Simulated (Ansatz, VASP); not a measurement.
**One calculation of KBr, two programs**

POSCAR

```
KBr
1.0
    0.0000000000      3.6882992816      3.6882992816
    3.6882992816      0.0000000000      3.6882992816
    3.6882992816      3.6882992816      0.0000000000
K Br
1 1
Direct
    0.0000000000      0.0000000000      0.0000000000
    0.2500000000      0.2500000000      0.2500000000
```

INCAR.step1

```
SYSTEM = KBr
PREC = Accurate
ENCUT = 520
EDIFF = 1E-5
ISMEAR = 0
SIGMA = 0.01
LREAL = .FALSE.
LASPH = .TRUE.
NELM = 100
ALGO = Normal
ISIF = 2
LWAVE = .TRUE.
LCHARG = .FALSE.
NBANDS = 15
GGA = PE
```

The input INCAR.step2:

```
SYSTEM = KBr
PREC = Accurate
ENCUT = 520
EDIFF = 1E-6
ISMEAR = 0
SIGMA = 0.01
LREAL = .FALSE.
LASPH = .TRUE.
NELM = 100
ALGO = Normal
ISIF = 2
LWAVE = .FALSE.
LCHARG = .FALSE.
GGA = PE
LHFCALC = .TRUE.
HFSCREEN = 0.2079
PRECFOCK = Normal
NBANDS = 15
ISTART = 1
```

File KPOINTS:

```
Automatic mesh
0
G
  4 4 4
  0 0 0
```

Input for Ansatz:

```yaml
crystal:
  lattice:
    - [0.0, 3.6882992816, 3.6882992816]
    - [3.6882992816, 0.0, 3.6882992816]
    - [3.6882992816, 3.6882992816, 0.0]
  atoms:
    - { symbol: K, position: [0.0, 0.0, 0.0] }
    - { symbol: Br, position: [0.25, 0.25, 0.25] }
kpoints:
  mp_grid: { grid: [4, 4, 4] }
hamiltonian:
  xc: hse06
scf:
  occupations: { method: fixed }
  n_extra_bands: 4
output:
  forces: true
  stress: true
  eigenvalues: true
```

Alike in both runs: task single point; functional HSE06; k mesh 4 × 4 × 4; no spin polarisation.

|  | VASP | Ansatz |
| --- | --- | --- |
| version | VASP 6.6.1 | Ansatz 0.2.0 |
| potentials or method | VASP PAW PBE potentials, release 64 (K_sv, Br) | plane waves, PAW |
| plane-wave cutoff (eV) | 520 | 420 |
| occupations | gaussian, width 0.01 eV | fixed |
| valence electrons in the cell | 16 | 16 |

```tsv
	VASP	Ansatz	Ansatz less VASP
gap on the k mesh at the Fermi level (eV)	5.39	5.39	+0.001
pressure (GPa)	0.2	0.1	-0.02
```

Ansatz's warnings: stress exchange threshold loose, stress scf threshold loose.
